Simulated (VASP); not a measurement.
A run of VASP 6.6.1:

The input INCAR:

```
SYSTEM = HfO2
PREC = Accurate
ENCUT = 520
EDIFF = 1E-6
ISMEAR = 0
SIGMA = 0.05
LREAL = .FALSE.
LASPH = .TRUE.
NELM = 100
ALGO = Normal
ISIF = 2
LWAVE = .FALSE.
LCHARG = .FALSE.
GGA = CA
NBANDS = 31
```

The input KPOINTS:

```
Automatic mesh
0
G
  6 6 8
  0 0 0
```

File POSCAR:

```
HfO2
1.0
    4.8607318592      0.0000000000      0.0000000000
    0.0000000000      4.8607318592      0.0000000000
    0.0000000000      0.0000000000      3.1858189644
Hf O
2 4
Direct
    0.0000000000      0.0000000000      0.0000000000
    0.5000000000      0.5000000000      0.5000000000
    0.1951075733      0.8048924267      0.5000000000
    0.3048924267      0.3048924267      0.0000000000
    0.6951075733      0.6951075733      0.0000000000
    0.8048924267      0.1951075733      0.5000000000
```

Potentials or basis: VASP PAW LDA potentials, release 64 (Hf_pv, O).

Run with:

```bash
$ cat potpaw_LDA.64/Hf_pv/POTCAR potpaw_LDA.64/O/POTCAR > POTCAR
$ mpirun -np 1 vasp_std > vasp.out
```

Hardware: 1 thread of Intel Xeon 8259CL, with other jobs on the host.

**Question.** Estimate the wall time of this run.

**Answer.** Run time: 78 s on 1 thread of Intel Xeon 8259CL, with other jobs on the host, peak memory 0.22 GiB. Counts: scf iterations 13, k points 50.
